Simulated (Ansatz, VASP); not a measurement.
## Two plane-wave programs on SiC

```xyz
2
Lattice="0.0000 1.8831 1.8831 1.8831 0.0000 1.8831 1.8831 1.8831 0.0000" Properties=species:S:1:pos:R:3 pbc="T T T"
C     0.0000    0.0000    0.0000
Si    1.8831    1.8831    1.8831
```

Alike in both runs: task single point; functional PBE; k mesh 20 × 20 × 20; occupations gaussian, width 0.05 eV; no spin polarisation.

|  | VASP | Ansatz |
| --- | --- | --- |
| version | VASP 6.6.1 | Ansatz 0.2.0 |
| potentials or method | VASP PAW PBE potentials, release 64 (C, Si), cutoff 520 eV | scalar-relativistic, plane waves, PAW |
| valence electrons in the cell | 8 | 8 |

```csv
,VASP,Ansatz,Ansatz less VASP
gap on the k mesh at the Fermi level (eV),0.66,0.68,+0.021
least direct gap on the mesh (eV),5.89,5.91,+0.014
```

With one functional, cell and mesh, what is left measures potentials, basis and numerics.
